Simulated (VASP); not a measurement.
Input of a VASP 6.6.1 run:

POSCAR

```
NaI
1.0
    4.0868681806      0.0463314874      0.0463314874
    0.0463314874      4.0868681806      0.0463314874
    0.0463314874      0.0463314874      4.0868681806
Na I
1 1
Direct
    0.0000000000      0.0000000000      0.0000000000
    0.5000000000      0.5000000000      0.5000000000
```

File INCAR.step1:

```
SYSTEM = NaI
  ALGO = Normal
  EDIFF = 1E-4
  ENCUT = 520
  GGA = PE
  ISMEAR = 0
  LASPH = .TRUE.
  LCHARG = .FALSE.
  LREAL = .FALSE.
  LWAVE = .TRUE.
  NBANDS = 14
  NELM = 60
  PREC = Accurate
  SIGMA = 0.01
```

INCAR.step2

```
SYSTEM = NaI
  ALGO = Normal
  EDIFF = 1E-7
  ENCUT = 520
  ISIF = 2
  ISMEAR = 0
  ISTART = 1
  LASPH = .TRUE.
  LCHARG = .FALSE.
  LMIXTAU = .TRUE.
  LREAL = .FALSE.
  LWAVE = .FALSE.
  METAGGA = R2SCAN
  NBANDS = 14
  NELM = 60
  PREC = Accurate
  SIGMA = 0.01
```

Contents of KPOINTS:

```
k-points
0
G
  6 6 6
  0 0 0
```

Potentials or basis: VASP PAW PBE potentials, release 64 (Na_pv, I).

Launch:

```sh
$ cat potpaw_PBE.64/Na_pv/POTCAR potpaw_PBE.64/I/POTCAR > POTCAR
$ cp INCAR.step1 INCAR
$ mpirun -np 1 vasp_std > vasp.out
$ cp INCAR.step2 INCAR
$ mpirun -np 1 vasp_std > vasp.out
```

Problem. Estimate the pressure.

Solution. -0.6 GPa.

Problem. Estimate the band gap on the k mesh.

Solution. 3.02 eV (least direct gap 3.44 eV).

Stress tensor (GPa, compression positive):
```
-0.62  0.07  0.07
 0.07 -0.62  0.07
 0.07  0.07 -0.62
```

Caveat: the cell differs from its parent crystal (strain along [111] +3.4%); the PAW data sets were made with another functional, which shifts forces and pressure a little; spin-orbit coupling is left out, which moves the levels of the heavy elements. A k mesh can miss the band edges.
